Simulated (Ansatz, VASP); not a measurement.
Ti in VASP and in Ansatz

INCAR

```
SYSTEM = Ti
ALGO = Normal ; EDIFF = 1E-6
EDIFFG = -0.005 ; ENCUT = 600
GGA = PE ; IBRION = 2
ISIF = 3 ; ISMEAR = -1
IVDW = 13 ; LASPH = .True.
LCHARG = .False. ; LREAL = .False.
LWAVE = .False. ; NELM = 60
NSW = 80 ; PREC = Accurate
SIGMA = 0.05
```

Contents of KPOINTS:

```
k-points
0
Gamma
  11 11 11
  0 0 0
```

The input POSCAR:

```
Ti
1.0
   -1.6410000000      1.6410000000      1.6410000000
    1.6410000000     -1.6410000000      1.6410000000
    1.6410000000      1.6410000000     -1.6410000000
Ti
1
Direct
    0.0000000000      0.0000000000      0.0000000000
```

The input input.yaml:

```yaml
crystal:
  lattice:
    - [-1.641, 1.641, 1.641]
    - [1.641, -1.641, 1.641]
    - [1.641, 1.641, -1.641]
  atoms:
    - { symbol: Ti, position: [0.0, 0.0, 0.0] }
kpoints:
  mp_grid: { grid: [11, 11, 11] }
scf:
  occupations: { method: fermi_dirac, width: 0.05 }
hamiltonian:
  xc: pbe
  dispersion: d4
  pseudopotentials: { kind: all_electron, lapw: { basis_error: 0.001 } }
output:
  forces: true
  stress: true
relax:
  f_tol: 0.005
  max_steps: 60
  cell: {}
```

Alike in both runs: task relaxation of cell and atoms; functional PBE; dispersion D4; k mesh 11 × 11 × 11; occupations fermi-dirac, width 0.05 eV; no spin polarisation.

|  | VASP | Ansatz |
| --- | --- | --- |
| version | VASP 6.6.1 | Ansatz 0.2.0 |
| potentials or method | VASP PAW PBE potentials, release 64 (Ti_sv), cutoff 600 eV | all-electron LAPW, scalar-relativistic |

|  | VASP | Ansatz | Ansatz less VASP |
| --- | --- | --- | --- |
| relaxed volume (Å³/atom) | 16.89 | 16.94 | +0.045 |
| relaxed cell length with the largest relative difference (Å) | 2.800 | 2.802 | +0.0025 |

Ansatz ran all-electron here, and VASP with PAW potentials.
